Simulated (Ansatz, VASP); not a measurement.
# One calculation of LiSi16, two programs

```xyz
17
Lattice="0.0000 5.4300 5.4300 5.4300 0.0000 5.4300 5.4300 5.4300 0.0000" Properties=species:S:1:pos:R:3 pbc="T T T"
Si   -0.0007    0.0173   -0.0006
Si    1.3695    1.3437    1.3695
Si    2.6944    2.7129   -0.0022
Si    4.0424    4.1017    1.3863
Si    2.7152    0.0001    2.7152
Si    4.0601    1.3454    4.0601
Si    5.4288    2.7151    2.7317
Si    6.7992    4.0845    4.0587
Si   -0.0023    2.7129    2.6945
Si    1.3862    4.1015    4.0425
Si    2.7084    5.4262    2.7086
Si    4.0355    6.7507    4.0355
Si    2.7316    2.7150    5.4288
Si    4.0587    4.0845    6.7992
Si    5.4272    5.4101    5.4272
Si    6.8145    6.7595    6.8145
Li    5.4139    8.1347    5.4143
```

Alike in both runs: functional PBEsol; k mesh 2 × 2 × 2; occupations fermi-dirac, width 0.05 eV; collinear spin.

Ansatz relaxed the structure, and its values are those at the end. VASP's run is a single point on that final structure, the one shown.

```csv
,VASP,Ansatz
version,VASP 6.6.1,Ansatz 0.2.0
potentials or method,"VASP PAW PBE potentials, release 64 (Si, Li_sv), cutoff 520 eV","scalar-relativistic, plane waves, PAW"
valence electrons in the cell,67,67
```

|  | VASP | Ansatz | Ansatz less VASP |
| --- | --- | --- | --- |
| rms of the force components (eV/Å) | 0.012 | 0.013 | +0.0010 |
| net moment per atom (μB) | 0.00 | 0.00 | 0.000 |

VASP's potentials were made for PBE, not for PBEsol, and Ansatz warns of the same on its side. Ansatz's warnings: seeded moment not kept.

The k mesh is coarse, so the values compare programs but aren't converged. Noted on VASP's run: the cutoff is under 1.25 times that of the potentials, so the pressure is a little rough.
